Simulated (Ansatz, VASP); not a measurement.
**Two plane-wave programs on TaN**

INCAR

```
SYSTEM = TaN
PREC     = Accurate       ! precision mode
ENCUT    = 600            ! plane-wave cutoff, eV
EDIFF    = 1E-6           ! SCF threshold, eV
ISMEAR   = -1             ! smearing method
SIGMA    = 0.05           ! smearing width, eV
LREAL    = .False.        ! projectors in reciprocal space
LASPH    = .True.         ! aspherical terms in the spheres
NELM     = 120            ! most SCF steps
ALGO     = Normal         ! electronic algorithm
ISIF     = 2              ! what is computed and relaxed
LWAVE    = .False.        ! write WAVECAR
LCHARG   = .False.        ! write CHGCAR
GGA      = B5             ! functional
ALDAX    = 1.0          
AGGAX    = 1.0          
AGGAC    = 1.0          
ALDAC    = 0.0          
IVDW     = 12             ! dispersion correction
VDW_S6   = 1.0          
VDW_S8   = 2.6996       
VDW_A1   = 0.4298       
VDW_A2   = 4.2359       
NBANDS   = 15             ! bands
GGA_COMPAT= .False.
```

Contents of KPOINTS:

```
Automatic mesh
0
Gamma
  10 10 10
  0 0 0
```

POSCAR

```
TaN
1.0
    0.0000000000      2.2113230000      2.2113230000
    2.2113230000      0.0000000000      2.2113230000
    2.2113230000      2.2113230000      0.0000000000
Ta N
1 1
Direct
    0.5000000000      0.5000000000      0.5000000000
    0.0000000000      0.0000000000      0.0000000000
```

Contents of input.yaml:

```yaml
crystal:
  lattice:
    - [0.0, 2.211323, 2.211323]
    - [2.211323, 0.0, 2.211323]
    - [2.211323, 2.211323, 0.0]
  atoms:
    - { symbol: Ta, position: [0.5, 0.5, 0.5] }
    - { symbol: "N", position: [0.0, 0.0, 0.0] }
hamiltonian:
  xc: blyp
  pseudopotentials: { kind: paw }
  dispersion: d3bj
kpoints:
  mp_grid: { grid: [10, 10, 10] }
scf:
  occupations: { method: fermi_dirac, width: 0.05 }
output:
  forces: true
  stress: true
  eigenvalues: true
  write_density: true
  write_potential: true
  elf: true
  volumetric_format: npy
```

Alike in both runs: task single point; functional BLYP; dispersion D3(BJ); k mesh 10 × 10 × 10; occupations fermi-dirac, width 0.05 eV; no spin polarisation.

|  | VASP | Ansatz |
| --- | --- | --- |
| version | VASP 6.6.1 | Ansatz 0.2.0 |
| potentials or method | VASP PAW PBE potentials, release 64 (Ta_pv, N) | Ansatz PAW |
| plane-wave cutoff (eV) | 600 | 420 |
| valence electrons in the cell | 16 | 18 |

VASP gave:

| Quantity | Value |
| --- | --- |
| gap on the k mesh at the Fermi level (eV) | none |
| pressure (GPa) | -4.8 |

**Question.** Estimate Ansatz's values.

**Answer.** gap on the k mesh at the Fermi level (eV): none; pressure (GPa): -6.7.

VASP's potentials were made for PBE, not for BLYP. A gap of «none» marks a metal or a gap that the smearing closes. VASP's potentials hold 16 valence electrons a cell and Ansatz's 18, so a difference there can come from the potentials and not from the codes.

Neither program's run includes spin-orbit coupling.
